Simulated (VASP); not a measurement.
Set up this calculation in VASP 6.6.1, as the native input.

| Quantity | Value |
| --- | --- |
| Task | single point |
| Functional | PBE |
| Dispersion | D3(BJ) |
| Potentials or basis | VASP PAW PBE potentials, release 64 (Ge_d, Ga_d) |
| Cutoff | 520 eV |
| k mesh | 2 × 2 × 2 |
| Occupations | fermi-dirac, width 0.15 eV |
| Spin | no spin polarisation |
| Dipole correction | no |
| Further INCAR settings | LREAL = Auto; ALGO = Normal; EDIFF = 1e-07; NBANDS = 132 |

The structure of GaGe16 (a cell with a defect) lies in POSCAR:

```
GaGe16
1.0
    0.0000000000      5.6600000000      5.6600000000
    5.6600000000      0.0000000000      5.6600000000
    5.6600000000      5.6600000000      0.0000000000
Ge Ga
16 1
Direct
   -0.0036137443     -0.0043807792      0.0046172650
    0.1226484207      0.1214312002      0.1354682540
    0.0023138062     -0.0000116988      0.4998399423
    0.1229473892      0.1218009725      0.6217335917
   -0.0038208611      0.5045458532      0.0044514097
    0.1280105382      0.6242756474      0.1242190483
   -0.0036289827      0.5046984613      0.4955610702
    0.1226227583      0.6356133380      0.6213350201
    0.5059467213     -0.0048726735      0.0042885984
    0.6250531889      0.1276076324      0.1239998662
    0.5060294616     -0.0046471923      0.4953130280
    0.6379024102      0.1210087169      0.6209436571
    0.5003547178      0.4999324773     -0.0000844231
    0.6248756424      0.6238434189      0.1237885797
    0.5059370927      0.5043685059      0.4950707336
    0.6250399195      0.6240399922      0.6275923754
    0.2524224210      0.2499810276      0.7498280834
```

The input as run:

INCAR

```
PREC = Accurate
ENCUT = 520
EDIFF = 1E-7
ISMEAR = -1
SIGMA = 0.15
LREAL = Auto
LASPH = T
NELM = 60
ALGO = Normal
ISIF = 2
LWAVE = F
LCHARG = T
GGA = PE
IVDW = 12
LELF = T
LVHAR = T
NBANDS = 132
```

KPOINTS

```
regular mesh
0
Gamma
  2 2 2
```

Potentials or basis: VASP PAW PBE potentials, release 64 (Ge_d, Ga_d).

Run with:

```bash
$ cat potpaw_PBE.64/Ge_d/POTCAR potpaw_PBE.64/Ga_d/POTCAR > POTCAR
$ mpirun -np 1 vasp_std > vasp.out
```

Results of the run:

```
Pressure                   : 7.2 GPa
Largest force              : 0.014 eV/Å
Dispersion energy per atom : -0.312 eV
```

Caveat: the k points lie up to 0.48 Å⁻¹ apart.

Wall time 19 min on 1 thread of Intel(R) Xeon(R) Platinum 8259CL CPU @ 2.50GHz (Skylake/Cascade Lake) (shared host), peak memory 0.62 GiB.
